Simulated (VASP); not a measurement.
Ta, 1 atom in the cell. It takes space group Im-3m (No. 229, cubic). The conventional cell has a = 3.303 Å, b = 3.303 Å, c = 3.303 Å, α = 90.00°, β = 90.00°, γ = 90.00°. Ta (site symmetry m-3m) has 14 Ta at 2.86 to 3.30 Å within 3.8 Å. 

```yaml
Program: VASP 6.6.1
Task: relaxation of cell and atoms
Functional: PBE
Potentials_or_basis: VASP PAW PBE potentials, release 64 (Ta_pv)
Cutoff: 600 eV
k_mesh: 14 × 14 × 14
Occupations: fermi-dirac, width 0.1 eV
Spin: no spin polarisation
Dipole_correction: no
Further_INCAR_settings: ALGO = Normal; EDIFF = 1e-06; IBRION = 2; EDIFFG = -0.05; NSW = 80; ISIF = 3
```

Potentials or basis: VASP PAW PBE potentials, release 64 (Ta_pv).

Launch:

```console
$ cat potpaw_PBE.64/Ta_pv/POTCAR > POTCAR
$ mpirun -np 1 vasp_std > vasp.out
```

Hardware: 1 thread of Intel(R) Xeon(R) Platinum 8488C (Sapphire Rapids) (shared host).

How long does it take, and how much memory?

Wall time 24 s on 1 thread of Intel(R) Xeon(R) Platinum 8488C (Sapphire Rapids), on a shared host, peak memory 0.16 GiB. Counts: scf iterations 23, k points 104, ion steps 3.
